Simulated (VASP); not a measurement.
# Tl (Pm-3m) in VASP: further runs

Tl is run at these levels: LDA; tasks: single point.

All numbers are computed with VASP 6.6.1; they aren't measurements. Logs are shortened: lines on timing, memory, paths and dates and some standing lists are left out, and cuts for length are marked.

### 1 The cell of the first run

The structure is cubic, space group Pm-3m (No. 221). The conventional cell has a = 3.084 Å, b = 3.084 Å, c = 3.084 Å, α = 90.00°, β = 90.00°, γ = 90.00°. Tl (site symmetry m-3m) has 6 Tl at 3.08 Å within 4.1 Å.

### 2 Single point, LDA

INCAR

```
SYSTEM = Tl
PREC = Accurate
ENCUT = 520
EDIFF = 1E-6
ISMEAR = -1
SIGMA = 0.1
LREAL = .False.
LASPH = .True.
NELM = 60
ALGO = Normal
ISIF = 2
LWAVE = .False.
LCHARG = .True.
LELF = .True.
LVHAR = .True.
NBANDS = 12
```

KPOINTS

```
regular mesh
0
Gamma
  12 12 12
  0 0 0
```

POSCAR

```
Tl
1.0
    3.0842140762      0.0000000000      0.0000000000
    0.0000000000      3.0842140762      0.0000000000
    0.0000000000      0.0000000000      3.0842140762
Tl
1
Direct
    0.0000000000      0.0000000000      0.0000000000
```

Potentials or basis: VASP PAW LDA potentials, release 64 (Tl_d).

Command:

```
cat potpaw_LDA.64/Tl_d/POTCAR > POTCAR
mpirun -np 1 vasp_std > vasp.out
```

OUTCAR:

```text
SYSTEM = Tl
   PREC = Accurate
   ENCUT = 520
   EDIFF = 1E-6
   ISMEAR = -1
   LREAL = .False.
   LASPH = .True.
   NELM = 60
   ISIF = 2

 ion  position               nearest neighbor table
   1  0.000  0.000  0.000-

  LATTYP: Found a simple cubic cell.
 ALAT       =     3.0842140762

  Lattice vectors:

 A1 = (   3.0842140762,   0.0000000000,   0.0000000000)
 A2 = (   0.0000000000,   3.0842140762,   0.0000000000)
 A3 = (   0.0000000000,   0.0000000000,   3.0842140762)

Analysis of symmetry for initial positions (statically):
=====================================================================
 Subroutine PRICEL returns:
 Original cell was already a primitive cell.

 Routine SETGRP: Setting up the symmetry group for a
 simple cubic supercell.

 Subroutine GETGRP returns: Found 48 space group operations
 (whereof 48 operations were pure point group operations)
 out of a pool of 48 trial point group operations.

The static configuration has the point symmetry O_h .

Analysis of symmetry for dynamics (positions and initial velocities):
=====================================================================
 Subroutine PRICEL returns:
 Original cell was already a primitive cell.

 Routine SETGRP: Setting up the symmetry group for a
 simple cubic supercell.

 Subroutine GETGRP returns: Found 48 space group operations
 (whereof 48 operations were pure point group operations)
 out of a pool of 48 trial point group operations.

The dynamic configuration has the point symmetry O_h .

 Subroutine INISYM returns: Found 48 space group operations
 (whereof 48 operations are pure point group operations),
 and found     1 'primitive' translations

----------------------------------------------------------------------------------------

                                     Primitive cell

  volume of cell :      29.3382

  direct lattice vectors                    reciprocal lattice vectors
     3.084214076  0.000000000  0.000000000     0.324231709  0.000000000  0.000000000
     0.000000000  3.084214076  0.000000000     0.000000000  0.324231709  0.000000000
     0.000000000  0.000000000  3.084214076     0.000000000  0.000000000  0.324231709

  length of vectors
     3.084214076  3.084214076  3.084214076     0.324231709  0.324231709  0.324231709

  position of ions in fractional coordinates (direct lattice)
     0.000000000  0.000000000  0.000000000

  ion indices of the primitive-cell ions
   primitive index   ion index
                 1           1

----------------------------------------------------------------------------------------

 KPOINTS: regular mesh

Automatic generation of k-mesh.
 Grid dimensions read from file:
 generate k-points for:   12   12   12

 Generating k-lattice:

  Cartesian coordinates                     Fractional coordinates (reciprocal lattice)
     0.027019309  0.000000000  0.000000000     0.083333333  0.000000000  0.000000000
     0.000000000  0.027019309  0.000000000     0.000000000  0.083333333  0.000000000
     0.000000000  0.000000000  0.027019309     0.000000000  0.000000000  0.083333333

  Length of vectors
     0.027019309  0.027019309  0.027019309

  Shift w.r.t. Gamma in fractional coordinates (k-lattice)
     0.000000000  0.000000000  0.000000000

 Subroutine IBZKPT returns following result:
 ===========================================

 Found     84 irreducible k-points:

 Following reciprocal coordinates:
            Coordinates               Weight
  0.000000  0.000000  0.000000      1.000000
  0.083333  0.000000  0.000000      6.000000
  0.166667  0.000000  0.000000      6.000000
  0.250000  0.000000  0.000000      6.000000
  0.333333  0.000000  0.000000      6.000000
  0.416667  0.000000  0.000000      6.000000
[... 16 lines left out ...]
  0.333333  0.333333  0.000000     12.000000
  0.416667  0.333333  0.000000     24.000000
 [... further k-points ...]
   k-points           NKPTS =     84   k-points in BZ     NKDIM =     84   number of bands    NBANDS=     12
   number of dos      NEDOS =    301   number of ions     NIONS =      1
   total plane-waves  NPLWV =  13824
   dimension x,y,z NGX =    24 NGY =   24 NGZ =   24
   dimension x,y,z NGXF=    48 NGYF=   48 NGZF=   48
   ions per type =               1
   NGX,Y,Z   is equivalent  to a cutoff of  12.94, 12.94, 12.94 a.u.
   NGXF,Y,Z  is equivalent  to a cutoff of  25.87, 25.87, 25.87 a.u.
 SYSTEM =  Tl
   PREC   = accura    normal or accurate (medium, high low for compatibility)
   ISTART =      0    job   : 0-new  1-cont  2-samecut
   ICHARG =      2    charge: 1-file 2-atom 10-const
   ISPIN  =      1    spin polarized calculation?
   LNONCOLLINEAR =      F non collinear calculations
   LSORBIT =      F    spin-orbit coupling
   LASPH  =      T    aspherical Exc in radial PAW
   ENCUT  =  520.0 eV  38.22 Ry    6.18 a.u.   5.73  5.73  5.73*2*pi/ulx,y,z
   NELM   =     60;   NELMIN=  2; NELMDL= -5     # of ELM steps
   EDIFF  = 0.1E-05   stopping-criterion for ELM
   LREAL  =      F    real-space projection
   EDIFFG = 0.1E-04   stopping-criterion for IOM
   NSW    =      0    number of steps for IOM
   IBRION =     -1    ionic relax: 0-MD 1-quasi-New 2-CG
   NFREE  =      0    steps in history (QN), initial steepest desc. (CG)
   ISIF   =      2    stress and relaxation
   ISYM   =      2    0-nonsym 1-usesym 2-fastsym
   POTIM  = 0.5000    time-step for ionic-motion
   TEBEG  =    0.0;   TEEND  =   0.0 temperature during run
   PSTRESS=    0.0 pullay stress
   NELECT =      13.0000    total number of electrons
   NUPDOWN=      -1.0000    fix difference up-down
   EMIN   =  10.00;   EMAX   =-10.00  energy-range for DOS
   EFERMI =   0.00;   METHOD = LEGACY
   ISMEAR =    -1;   SIGMA  =   0.10  broadening in eV -4-tet -1-fermi 0-gaus
   EFERMI_NEDOS =   21; number of points for ismear=-14 and -15
   IALGO  =     38    algorithm
   IMIX   =      4    mixing-type and parameters
     AMIX     =   0.40;   BMIX     =  1.00
     AMIX_MAG =   1.60;   BMIX_MAG =  1.00
  volume/ion in A,a.u.               =      29.34       197.98
  Fermi-wavevector in a.u.,A,eV,Ry     =   1.248087  2.358542 21.194074  1.557720
  Thomas-Fermi vector in A             =   2.382189
   LORBIT       =      0    0 simple, 1 ext, 2 COOP (PROOUT), +10 PAW based schemes
   GGA     = CA    functional components
   LHFCALC =     F    Hartree Fock is set to
   AEXX    =    0.0000 exact exchange contribution
   IVDW    =     0    specifies the selected vdW correction
   LEPSILON=     F    determine dielectric tensor
   LRPA    =     F    only Hartree local field effects (RPA)
 non-spin polarized calculation
  energy-cutoff  :      520.00
  volume of cell :       29.34
 maximum number of plane-waves:       840
 NGX is ok and might be reduce to    24
   NGX = 11   NGY = 11   NGZ = 11

 number of electron      12.9999997 magnetization

 Free energy of the ion-electron system (eV)
  ---------------------------------------------------
  ext. energy  EPLUGINS =         0.00000000
  ---------------------------------------------------
  free energy    TOTEN  =        -2.80904542 eV

  energy without entropy =       -2.79339798  energy(sigma->0) =       -2.80122170

 E-fermi :   6.0454     XC(G=0): -10.2868

 val. band max:        5.9813078852   @ k =   0.3333   0.1667   0.0833
 cond. band min:       6.1871182332   @ k =   0.5000   0.5000   0.5000
 fundamental gap:      0.2058103480
 Fermi energy:         6.0453913251

 k-point     1 :       0.0000    0.0000    0.0000
  band No.  band energies     occupation
      1      -6.3607      2.00000
      2      -6.3607      2.00000
      3      -5.0759      2.00000
      4      -5.0759      2.00000
      5      -5.0759      2.00000
      6      -4.1600      2.00000
      7      13.2068      0.00000
      8      13.2068      0.00000
      9      13.2068      0.00000
     10      16.5518      0.00000
     11      18.1001      0.00000
     12      18.1001      0.00000

 k-point     2 :       0.0833    0.0000    0.0000
  band No.  band energies     occupation
      1      -6.3547      2.00000
      2      -6.3066      2.00000
      3      -5.1020      2.00000
      4      -5.1020      2.00000
      5      -5.0738      2.00000
      6      -4.0400      2.00000
      7      11.8954      0.00000
      8      13.3582      0.00000
      9      13.3582      0.00000
     10      17.0048      0.00000
     11      18.0995      0.00000
     12      19.1463      0.00000

 k-point     3 :       0.1667    0.0000    0.0000
  band No.  band energies     occupation
      1      -6.3383      2.00000
      2      -6.1687      2.00000
      3      -5.1722      2.00000
      4      -5.1722      2.00000
      5      -5.0679      2.00000
      6      -3.6657      2.00000
      7       9.6794      0.00000
      8      13.7949      0.00000
      9      13.7949      0.00000
     10      17.3017      0.00000
     11      18.0973      0.00000
     12      21.6212      0.00000
[... 286 lines left out ...]
 k-point    23 :       0.3333    0.3333    0.0000
  band No.  band energies     occupation
      1      -6.0510      2.00000
      2      -5.7873      2.00000
      3      -5.3275      2.00000
      4      -5.3165      2.00000
      5      -5.2137      2.00000
      6      -0.3176      2.00000
      7       6.8573      0.00060
      8       7.4838      0.00000
      9      14.2484      0.00000
     10      17.5369      0.00000
     11      19.1342      0.00000
     12      21.6827      0.00000

 k-point    24 :       0.4167    0.3333    0.0000
  band No.  band energies     occupation
      1      -6.0218      2.00000
      2      -5.8812      2.00000
      3      -5.3857      2.00000
      4      -5.3130      2.00000
      5      -5.0455      2.00000
      6       0.6318      2.00000
      7       5.3546      1.99800
      8       7.9397      0.00000
      9      12.9785      0.00000
     10      18.4117      0.00000
     11      19.5459      0.00000
     12      21.1908      0.00000

 [... further k-points ...]

------------------------ aborting loop because EDIFF is reached ----------------------------------------

  FORCE on cell =-STRESS in cart. coord.  units (eV):
  Direction    XX          YY          ZZ          XY          YZ          ZX
  --------------------------------------------------------------------------------------
  -------------------------------------------------------------------------------------
  Total        0.0374761      0.0374761      0.0374761      0.0000000      0.0000000     -0.0000000
  in kB        2.0465937      2.0465937      2.0465937      0.0000000      0.0000000     -0.0000000
  external PRESSURE =       2.0465937 kB  Pullay stress =       0.0000000 kB

 VOLUME and BASIS-vectors are now :
 -----------------------------------------------------------------------------
  energy-cutoff  :      520.00
  volume of cell :       29.34
      direct lattice vectors                 reciprocal lattice vectors
     3.084214076  0.000000000  0.000000000     0.324231709  0.000000000  0.000000000
     0.000000000  3.084214076  0.000000000     0.000000000  0.324231709  0.000000000
     0.000000000  0.000000000  3.084214076     0.000000000  0.000000000  0.324231709

 POSITION                                       TOTAL-FORCE (eV/Angst)
 -----------------------------------------------------------------------------------
      0.00000      0.00000      0.00000         0.000000      0.000000      0.000000
 -----------------------------------------------------------------------------------
    total drift:                                0.000000     -0.000000      0.000000

  FREE ENERGIE OF THE ION-ELECTRON SYSTEM (eV)
  ---------------------------------------------------
  free  energy   TOTEN  =        -2.8090454179 eV

  energy  without entropy=       -2.7933979849  energy(sigma->0) =       -2.80122170
```

Wall time 7.1 s (1 thread of Intel Xeon Platinum 8488C (Sapphire Rapids), shared host); peak memory 0.14 GiB.

Results:

```yaml
Free_energy: -2.8090 eV
Pressure: 0.2 GPa
```

Levels at points of the mesh, in eV from the Fermi level:
| k point | band 4 | band 5 | band 6 | band 7 | band 8 | band 9 |
| --- | --- | --- | --- | --- | --- | --- |
| (0.00, 0.00, 0.00) | -11.12 | -11.12 | -10.21 | 7.16 | 7.16 | 7.16 |
| (0.50, 0.00, 0.00) | -11.49 | -11.09 | -6.43 | -3.34 | 10.29 | 10.29 |
| (0.50, 0.50, 0.00) | -11.44 | -10.75 | -3.24 | -0.62 | -0.62 | 4.88 |
| (0.50, 0.50, 0.50) | -10.72 | -10.72 | 0.14 | 2.07 | 2.07 | 2.07 |

Caveat: spin-orbit coupling is left out, which moves the levels of the heavy elements.

### 3 Single point, LDA (volume scaled by 1.04)

INCAR

```
PREC = Accurate
ENCUT = 520
EDIFF = 1E-6
ISMEAR = -1
SIGMA = 0.1
LREAL = F
LASPH = T
NELM = 60
ALGO = Normal
ISIF = 2
LWAVE = F
LCHARG = T
GGA = CA
LELF = T
LVHAR = T
NBANDS = 12
```

KPOINTS

```
regular mesh
0
Gamma
  12 12 12
```

POSCAR

```
Tl
1.0
    3.1248004947      0.0000000000      0.0000000000
    0.0000000000      3.1248004947      0.0000000000
    0.0000000000      0.0000000000      3.1248004947
Tl
1
Direct
    0.0000000000      0.0000000000      0.0000000000
```

Potentials or basis: VASP PAW LDA potentials, release 64 (Tl_d).

Command:

```
cat potpaw_LDA.64/Tl_d/POTCAR > POTCAR
mpirun -np 1 vasp_std > vasp.out
```

OUTCAR:

```text
PREC = Accurate
   ENCUT = 520
   EDIFF = 1E-6
   ISMEAR = -1
   LREAL = F
   LASPH = T
   NELM = 60
   ISIF = 2
   GGA = CA

 ion  position               nearest neighbor table
   1  0.000  0.000  0.000-

  LATTYP: Found a simple cubic cell.
 ALAT       =     3.1248004947

  Lattice vectors:

 A1 = (   3.1248004947,   0.0000000000,   0.0000000000)
 A2 = (   0.0000000000,   3.1248004947,   0.0000000000)
 A3 = (   0.0000000000,   0.0000000000,   3.1248004947)

Analysis of symmetry for initial positions (statically):
=====================================================================
 Subroutine PRICEL returns:
 Original cell was already a primitive cell.

 Routine SETGRP: Setting up the symmetry group for a
 simple cubic supercell.

 Subroutine GETGRP returns: Found 48 space group operations
 (whereof 48 operations were pure point group operations)
 out of a pool of 48 trial point group operations.

The static configuration has the point symmetry O_h .

Analysis of symmetry for dynamics (positions and initial velocities):
=====================================================================
[... 167 lines left out ...]
      3      -5.4693      2.00000
      4      -5.4693      2.00000
      5      -5.4693      2.00000
      6      -4.3036      2.00000
      7      12.6318      0.00000
      8      12.6318      0.00000
      9      12.6318      0.00000
     10      15.8250      0.00000
     11      17.3950      0.00000
     12      17.3950      0.00000
[... 331 lines left out ...]
 k-point    24 :       0.4167    0.3333    0.0000
  band No.  band energies     occupation
      1      -6.3267      2.00000
      2      -6.1951      2.00000
      3      -5.7506      2.00000
      4      -5.6846      2.00000
      5      -5.4352      2.00000
      6       0.2624      2.00000
      7       4.9975      1.99733
      8       7.4505      0.00000
      9      12.4610      0.00000
     10      17.5679      0.00000
     11      18.9482      0.00000
     12      20.5576      0.00000

 [... further k-points ...]

------------------------ aborting loop because EDIFF is reached ----------------------------------------

  FORCE on cell =-STRESS in cart. coord.  units (eV):
  Direction    XX          YY          ZZ          XY          YZ          ZX
  --------------------------------------------------------------------------------------
  -------------------------------------------------------------------------------------
  Total       -0.2071995     -0.2071995     -0.2071995      0.0000000     -0.0000000      0.0000000
  in kB      -10.8800864    -10.8800864    -10.8800864      0.0000000     -0.0000000      0.0000000
  external PRESSURE =     -10.8800864 kB  Pullay stress =       0.0000000 kB

 VOLUME and BASIS-vectors are now :
 -----------------------------------------------------------------------------
  energy-cutoff  :      520.00
  volume of cell :       30.51
      direct lattice vectors                 reciprocal lattice vectors
     3.124800495  0.000000000  0.000000000     0.320020431  0.000000000  0.000000000
     0.000000000  3.124800495  0.000000000     0.000000000  0.320020431  0.000000000
     0.000000000  0.000000000  3.124800495     0.000000000  0.000000000  0.320020431

 POSITION                                       TOTAL-FORCE (eV/Angst)
 -----------------------------------------------------------------------------------
      0.00000      0.00000      0.00000         0.000000      0.000000      0.000000
 -----------------------------------------------------------------------------------
    total drift:                                0.000000     -0.000000      0.000000

  FREE ENERGIE OF THE ION-ELECTRON SYSTEM (eV)
  ---------------------------------------------------
  free  energy   TOTEN  =        -2.8061260504 eV

  energy  without entropy=       -2.7894449331  energy(sigma->0) =       -2.79778549
```

OSZICAR:

```text
N       E                     dE             d eps       ncg     rms          rms(c)
DAV:   1     0.521805891007E+02    0.52181E+02   -0.66893E+03  2120   0.930E+02
DAV:   2    -0.216175216149E+01   -0.54342E+02   -0.53243E+02  2292   0.216E+02
DAV:   3    -0.283681862165E+01   -0.67507E+00   -0.67447E+00  2392   0.217E+01
DAV:   4    -0.284033466341E+01   -0.35160E-02   -0.35159E-02  2272   0.179E+00
DAV:   5    -0.284038140730E+01   -0.46744E-04   -0.46744E-04  2408   0.201E-01    0.244E+00
DAV:   6    -0.281165460478E+01    0.28727E-01   -0.47863E-02  2236   0.203E+00    0.170E+00
DAV:   7    -0.280656465051E+01    0.50900E-02   -0.15035E-02  2260   0.111E+00    0.671E-01
DAV:   8    -0.280612511111E+01    0.43954E-03   -0.75595E-04  2276   0.267E-01    0.338E-02
DAV:   9    -0.280612605041E+01   -0.93929E-06   -0.39889E-06  2356   0.209E-02
   1 F= -.28061261E+01 E0= -.27977855E+01  d E =-.166811E-01
```

It took 6.8 s on 1 thread of Intel Xeon Platinum 8488C (Sapphire Rapids), shared host; peak memory 0.14 GiB.

Results:

* Free energy: -2.8061 eV
* Pressure: -1.1 GPa

Caveat: spin-orbit coupling is left out, which moves the levels of the heavy elements.

### 4 Single point, LDA (volume scaled by 1.08)

INCAR

```
SYSTEM = Tl
PREC = Accurate ; ENCUT = 520
EDIFF = 1E-6 ; ISMEAR = -1
SIGMA = 0.1 ; LREAL = .False.
LASPH = .True. ; NELM = 100
ALGO = Normal ; ISIF = 2
LWAVE = .False. ; LCHARG = .True.
GGA = CA ; LELF = .True.
LVHAR = .True. ; NBANDS = 12
```

KPOINTS

```
Automatic mesh
0
Gamma
  12 12 12
  0 0 0
```

POSCAR

```
Tl
1.0
    3.1643591308      0.0000000000      0.0000000000
    0.0000000000      3.1643591308      0.0000000000
    0.0000000000      0.0000000000      3.1643591308
Tl
1
Direct
    0.0000000000      0.0000000000      0.0000000000
```

Command:

```
cat potpaw_LDA.64/Tl_d/POTCAR > POTCAR
mpirun -np 1 vasp_std > vasp.out
```

It took 6.8 s on 1 thread of Intel Xeon Platinum 8488C (Sapphire Rapids), shared host; peak memory 0.14 GiB.

The run converged. Its results:

```yaml
Free_energy: -2.7947 eV
Pressure: -2.1 GPa
```

Levels at points of the mesh, in eV from the Fermi level:
```tsv
k point	band 4	band 5	band 6	band 7	band 8	band 9
(0.00, 0.00, 0.00)	-11.14	-11.14	-9.74	6.79	6.79	6.79
(0.50, 0.00, 0.00)	-11.45	-11.11	-6.43	-3.04	9.63	9.63
(0.50, 0.50, 0.00)	-11.41	-10.83	-3.54	-0.53	-0.53	4.72
(0.50, 0.50, 0.50)	-10.81	-10.81	-0.53	1.94	1.94	1.94
```

Caveat: spin-orbit coupling is left out, which moves the levels of the heavy elements.

(Continued in part 2 of 2.)
